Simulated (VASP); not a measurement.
C: single point with r2SCAN+rVV10

The system is C.

```
C
1.0
     0.00000    1.77892    1.77892
     1.77892    0.00000    1.77892
     1.77892    1.77892    0.00000
C
2
Direct
  0.50000 0.50000 0.50000
  0.75000 0.75000 0.75000
```

* Program: VASP 6.6.1
* Task: single point
* Functional: r2SCAN
* Dispersion: rVV10
* Potentials or basis: VASP PAW PBE potentials, release 64 (C)
* Cutoff: 660 eV
* k mesh: 10 × 10 × 10
* Occupations: gaussian, width 0.01 eV
* Spin: no spin polarisation

- Pressure: 0.2 GPa
- Band gap on the k mesh: 4.35 eV (least direct gap 5.85 eV)

Levels at points of the mesh, in eV from the valence-band top:
| k point | band 1 | band 2 | band 3 | band 4 | band 5 | band 6 | band 7 | band 8 | band 9 |
| --- | --- | --- | --- | --- | --- | --- | --- | --- | --- |
| (0.00, 0.00, 0.00) | -22.81 | 0.00 | 0.00 | 0.00 | 5.85 | 5.85 | 5.85 | 13.99 | 20.42 |
| (0.50, 0.00, 0.00) | -16.82 | -14.15 | -3.00 | -3.00 | 8.90 | 8.90 | 9.22 | 16.73 | 23.26 |
| (0.50, 0.50, 0.00) | -13.65 | -13.65 | -6.71 | -6.71 | 4.98 | 4.98 | 17.99 | 17.99 | 24.73 |

It took 67 s on 1 thread of Intel(R) Xeon(R) Platinum 8375C CPU @ 2.90GHz (Ice Lake) (shared host), peak memory 0.2 GiB.

Caveat: the PAW data sets were made with another functional, which shifts forces and pressure a little. A k mesh can miss the band edges.
